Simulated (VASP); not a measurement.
Set up this calculation in VASP 6.6.1, as the native input.

```
Task                   : electric field gradients
Functional             : PBE
Potentials or basis    : VASP PAW PBE potentials, release 64 (Hf_pv, O)
Cutoff                 : 520 eV
k mesh                 : 9 × 9 × 9
Occupations            : fermi-dirac, width 0.01 eV
Spin                   : no spin polarisation
Dipole correction      : no
Further INCAR settings : ALGO = Normal; EDIFF = 1e-08; NBANDS = 18
```

The structure of HfO2 lies in POSCAR:

```
HfO2
1.0
    0.0000000000      2.5489464244      2.5489464244
    2.5489464244      0.0000000000      2.5489464244
    2.5489464244      2.5489464244      0.0000000000
Hf O
1 2
Direct
    0.0000000000      0.0000000000      0.0000000000
    0.2500000000      0.2500000000      0.2500000000
    0.7500000000      0.7500000000      0.7500000000
```

This cell differs from its parent crystal: volume scaled by 0.99.

These files were run (other wordings do the same):

INCAR

```
PREC = Accurate
ENCUT = 520
EDIFF = 1E-8
ISMEAR = -1
SIGMA = 0.01
LREAL = F
LASPH = T
NELM = 100
ALGO = Normal
ISIF = 2
LWAVE = F
LCHARG = F
GGA = PE
LEFG = T
NBANDS = 18
```

KPOINTS

```
regular mesh
0
Gamma
  9 9 9
```

Potentials or basis: VASP PAW PBE potentials, release 64 (Hf_pv, O).

Command:

```console
$ cat potpaw_PBE.64/Hf_pv/POTCAR potpaw_PBE.64/O/POTCAR > POTCAR
$ mpirun -np 1 vasp_std > vasp.out
```

It gave:

```yaml
Pressure: -3.7 GPa
Band_gap_on_the_k_mesh: 3.86 eV, indirect (least direct gap 3.98 eV)
```

Caveat: without QUAD_EFG the Cq values of the log hold for a quadrupole moment of 1 mb, not for the nuclei; spin-orbit coupling is left out, which moves the levels of the heavy elements.

It took 15 s on 1 thread of Intel(R) Xeon(R) Platinum 8559C (Emerald Rapids), with other jobs on the host, peak memory 0.16 GiB.
